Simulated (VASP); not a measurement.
Write the native input for VASP 6.6.1 that does the following.

| Item | Value |
| --- | --- |
| Task | single point |
| Functional | PBE |
| Potentials or basis | VASP PAW PBE potentials, release 64 (Ga_d, O) |
| Cutoff | 520 eV |
| k mesh | 10 × 10 × 6 |
| Occupations | gaussian, width 0.02 eV |
| Spin | no spin polarisation |
| Dipole correction | no |
| Further INCAR settings | ALGO = Normal; EDIFF = 1e-06; NBANDS = 55 |

The structure of Ga2O3 lies in POSCAR:

```
Ga2O3
1.0
    6.2274305507     -1.5417565237      0.0114924381
    6.2274305507      1.5417565237      0.0114924381
   -1.4027234631      0.0000000000      5.7076941965
Ga O
4 6
Direct
    0.0899134337      0.0899134337      0.7947233205
    0.9100865663      0.9100865663      0.2052766795
    0.6585007299      0.6585007299      0.3141978941
    0.3414992701      0.3414992701      0.6858021059
    0.1634883783      0.1634883783      0.1092060618
    0.8365116217      0.8365116217      0.8907939382
    0.1737013128      0.1737013128      0.5643594336
    0.8262986872      0.8262986872      0.4356405664
    0.4960195696      0.4960195696      0.2566813610
    0.5039804304      0.5039804304      0.7433186390
```

The input as run:

INCAR

```
PREC = Accurate
ENCUT = 520
EDIFF = 1E-6
ISMEAR = 0
SIGMA = 0.02
LREAL = F
LASPH = T
NELM = 60
ALGO = Normal
ISIF = 2
LWAVE = F
LCHARG = T
GGA = PE
LELF = T
LVHAR = T
NBANDS = 55
```

KPOINTS

```
Automatic mesh
0
Gamma
  10 10 6
```

Potentials or basis: VASP PAW PBE potentials, release 64 (Ga_d, O).

Command:

```console
$ cat potpaw_PBE.64/Ga_d/POTCAR potpaw_PBE.64/O/POTCAR > POTCAR
$ mpirun -np 1 vasp_std > vasp.out
```

Results of the run:

```yaml
Pressure: 0.6 GPa
Largest_force: 0.026 eV/Å
Band_gap_on_the_k_mesh: 1.99 eV (least direct gap 2.02 eV)
```

Wall time 36 min on 1 thread of Oxide Virtual Turin-like Processor, on a shared host, peak memory 0.8 GiB.
